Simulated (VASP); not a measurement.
A run of VASP 6.6.1 is set up as follows.

Contents of INCAR:

```
ALGO = Normal ; EDIFF = 1E-7
EDIFFG = -0.005 ; ENCUT = 600
GGA = PE ; IBRION = 2
ISIF = 3 ; ISMEAR = -1
LASPH = T ; LCHARG = F
LREAL = F ; LWAVE = F
NELM = 60 ; NSW = 32
PREC = Accurate ; PSTRESS = 260.0
SIGMA = 0.05
```

Contents of KPOINTS:

```
k-points
0
Gamma
  18 18 10
```

POSCAR

```
O
1.0
    2.5318701934      0.0000000000      0.0000000000
   -1.2659350966      2.1926639066      0.0000000000
    0.0000000000      0.0000000000      2.5730603424
O
2
Direct
    0.3333333333      0.6666666667      0.2500000000
    0.6666666667      0.3333333333      0.7500000000
```

Potentials or basis: VASP PAW PBE potentials, release 64 (O).

The run is started by

```bash
$ cat potpaw_PBE.64/O/POTCAR > POTCAR
$ mpirun -np 1 vasp_std > vasp.out
```

Q: What does it give for the relaxed volume?

A: 7.13 Å³/atom.

Q: What does it give for the relaxed cell?

A: a = 2.530 Å, b = 2.530 Å, c = 2.571 Å, α = 90.00°, β = 90.00°, γ = 120.00°.

Final structure:
```cif
data_structure
_symmetry_space_group_name_H-M 'P 1'
_symmetry_Int_Tables_number 1
_cell_length_a 2.5301
_cell_length_b 2.5301
_cell_length_c 2.5713
_cell_angle_alpha 90.000
_cell_angle_beta 90.000
_cell_angle_gamma 120.000
_cell_volume 14.26
loop_
_atom_site_label
_atom_site_type_symbol
_atom_site_fract_x
_atom_site_fract_y
_atom_site_fract_z
_atom_site_occupancy
O1 O 0.33333 0.66667 0.25000 1
O2 O 0.66667 0.33333 0.75000 1
```

Caveat: the cell is relaxed towards a set pressure, so the run minimises the enthalpy, not the energy.
